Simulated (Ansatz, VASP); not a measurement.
**One calculation of Zr, two programs**

INCAR

```
SYSTEM = Zr
ALGO = Normal
EDIFF = 1E-7
EDIFFG = -0.002
ENCUT = 500
GGA = RE
GGA_COMPAT = .False.
IBRION = 2
ISIF = 3
ISMEAR = 0
IVDW = 12
LASPH = .True.
LCHARG = .False.
LREAL = .False.
LWAVE = .False.
NELM = 120
NELMIN = 4
NSW = 100
PREC = Accurate
SIGMA = 0.1
```

The input KPOINTS:

```
k-points
0
Gamma
  15 15 8
  0 0 0
```

File POSCAR:

```
Zr
1.0
    3.1900000000      0.0000000000      0.0000000000
   -1.5950000000      2.7626210000      0.0000000000
    0.0000000000      0.0000000000      5.1100000000
Zr
2
Direct
    0.3333333000      0.6666667000      0.2500000000
    0.6666667000      0.3333333000      0.7500000000
```

Input for Ansatz:

```yaml
crystal:
  lattice:
    - [3.19, 0.0, 0.0]
    - [-1.595, 2.762621, 0.0]
    - [0.0, 0.0, 5.11]
  atoms:
    - { symbol: Zr, position: [0.3333333, 0.6666667, 0.25] }
    - { symbol: Zr, position: [0.6666667, 0.3333333, 0.75] }
basis:
  ecutwfc: 420
kpoints:
  mp_grid: { grid: [15, 15, 8] }
hamiltonian:
  xc: revpbe
  dispersion: d3bj
  pseudopotentials: { kind: paw, azcp: { folder: soft_1 } }
scf:
  occupations: { method: gaussian, width: 0.1 }
output:
  forces: true
  stress: true
  eigenvalues: true
relax:
  adjacent_minimum: "off"
  f_tol: 0.002
  max_steps: 80
  cell: { stress_tol: 0.02 }
```

Alike in both runs: task relaxation of cell and atoms; functional revPBE; dispersion D3(BJ); k mesh 15 × 15 × 8; occupations gaussian, width 0.1 eV; no spin polarisation.

|  | VASP | Ansatz |
| --- | --- | --- |
| version | VASP 6.6.1 | Ansatz 0.2.0 |
| potentials or method | VASP PAW PBE potentials, release 64 (Zr_sv), cutoff 500 eV | scalar-relativistic, plane waves, PAW |
| valence electrons in the cell | 24 | 24 |

|  | VASP | Ansatz | Ansatz less VASP |
| --- | --- | --- | --- |
| gap on the k mesh at the Fermi level, each at its own relaxed structure (eV) | none | none | - |
| relaxed volume (Å³/atom) | 22.08 | 22.08 | +0.005 |
| relaxed cell length with the largest relative difference (Å) | 5.091 | 5.092 | +0.0013 |

VASP's potentials were made for PBE, not for revPBE. A gap of «none» marks a metal or a gap that the smearing closes.
